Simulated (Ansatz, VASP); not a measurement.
**One calculation of Pd, two programs**

```
Pd
1.0
     2.61292    0.00000    0.00000
     0.00000    2.61292    0.00000
     0.00000    0.00000    2.61292
Pd
1
Direct
  0.00000 0.00000 0.00000
```

Alike in both runs: task electric field gradients; functional PBE; k mesh 13 × 13 × 13; occupations fermi-dirac, width 0.03 eV; no spin polarisation.

|  | VASP | Ansatz |
| --- | --- | --- |
| version | VASP 6.6.1 | Ansatz 0.2.0 |
| potentials or method | VASP PAW PBE potentials, release 64 (Pd) | PAW with Ansatz's default frozen-core files, scalar-relativistic |
| plane-wave cutoff (eV) | 520 | 420 |
| valence electrons in the cell | 10 | 18 |

Ansatz gave:

| Item | Value |
| --- | --- |
| pressure (GPa) | 0.0 |

**Question.** Which values does VASP return?

**Answer.** Pressure (GPa): -0.3.

The functional is the same, so the differences come from potentials, cutoffs and numerics. VASP's potentials hold 10 valence electrons a cell and Ansatz's 18, so a difference there can come from the potentials and not from the codes.
